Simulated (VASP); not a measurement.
Co2Si, 12 atoms in the cell. Symmetry: Pnma, No. 62, orthorhombic system. The conventional cell has a = 4.872 Å, b = 3.702 Å, c = 7.056 Å, α = 90.00°, β = 90.00°, γ = 90.00°. Co (site symmetry m) has 5 Si at 2.29 to 2.59 Å and 8 Co at 2.54 to 2.67 Å within 3.0 Å. Within 3.2 Å of Co (site symmetry m) lie 6 Si at 2.33 to 3.20 Å and 8 Co at 2.48 to 2.67 Å. Si (site symmetry m) has 11 Co at 2.29 to 3.20 Å and 4 Si at 3.08 to 3.17 Å within 3.2 Å. 

```yaml
Program: VASP 6.6.1
Task: single point
Functional: PBE
Potentials_or_basis: VASP PAW PBE potentials, release 64 (Co, Si)
Cutoff: 520 eV
k_mesh: 6 × 8 × 6
Occupations: gaussian, width 0.1 eV
Spin: no spin polarisation
Dipole_correction: no
Further_INCAR_settings: ALGO = Fast; EDIFF = 1e-06; NBANDS = 56
```

Potentials or basis: VASP PAW PBE potentials, release 64 (Co, Si).

The run is started by

```bash
$ cat potpaw_PBE.64/Co/POTCAR potpaw_PBE.64/Si/POTCAR > POTCAR
$ mpirun -np 1 vasp_std > vasp.out
```

Hardware: 1 thread of Intel(R) Xeon(R) 6975P-C (Granite Rapids), on a shared host.

Q: Estimate the wall time of this run.

A: It took 7 min on 1 thread of Intel(R) Xeon(R) 6975P-C (Granite Rapids) (shared host), peak memory 0.5 GiB. Counts: scf iterations 20, k points 80.
